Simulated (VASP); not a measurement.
Set up this calculation in VASP 6.6.1, as the native input.

| Quantity | Value |
| --- | --- |
| Task | single point |
| Functional | PBE |
| Potentials or basis | VASP PAW PBE potentials, release 64 (Li_sv, Se) |
| Cutoff | 520 eV |
| k mesh | 4 × 4 × 6 |
| Occupations | gaussian, width 0.1 eV |
| Spin | no spin polarisation |
| Dipole correction | no |
| Further INCAR settings | ALGO = Normal; EDIFF = 1e-06; NBANDS = 22 |

The structure of LiSe4 lies in POSCAR:

```
LiSe4
1.0
    5.7903621600     -2.4560747700      0.0000000000
    5.7903621600      2.4560747700      0.0000000000
    0.0000000000      0.0000000000      3.7121495300
Li Se
1 4
Direct
    0.6896499400      0.3103500600      0.5000000000
    0.0899999900      0.2107001100      0.2500000000
    0.4100000100      0.8907000900      0.7500000000
    0.1092999100      0.5899999900      0.2500000000
    0.7892998900      0.9100000100      0.7500000000
```

The input as run:

INCAR

```
SYSTEM = LiSe4
PREC = Accurate ; ENCUT = 520
EDIFF = 1E-6 ; ISMEAR = 0
SIGMA = 0.1 ; LREAL = .False.
LASPH = .True. ; NELM = 60
ALGO = Normal ; ISIF = 2
LWAVE = .False. ; LCHARG = .False.
GGA = PE ; NBANDS = 22
```

KPOINTS

```
Automatic mesh
0
Gamma
  4 4 6
  0 0 0
```

Potentials or basis: VASP PAW PBE potentials, release 64 (Li_sv, Se).

Command:

```sh
$ cat potpaw_PBE.64/Li_sv/POTCAR potpaw_PBE.64/Se/POTCAR > POTCAR
$ mpirun -np 1 vasp_std > vasp.out
```

It gave:

```yaml
Largest_force: 2.233 eV/Å
Band_gap_on_the_k_mesh: zero (an odd number of electrons rules out a gap without spin polarisation)
```

Caveat: an odd number of electrons without spin polarisation forces a metal; a magnetic or distorted state may lie lower.

It took 59 s on 1 thread of Oxide Virtual Turin-like Processor, with other jobs on the host, peak memory 0.23 GiB.
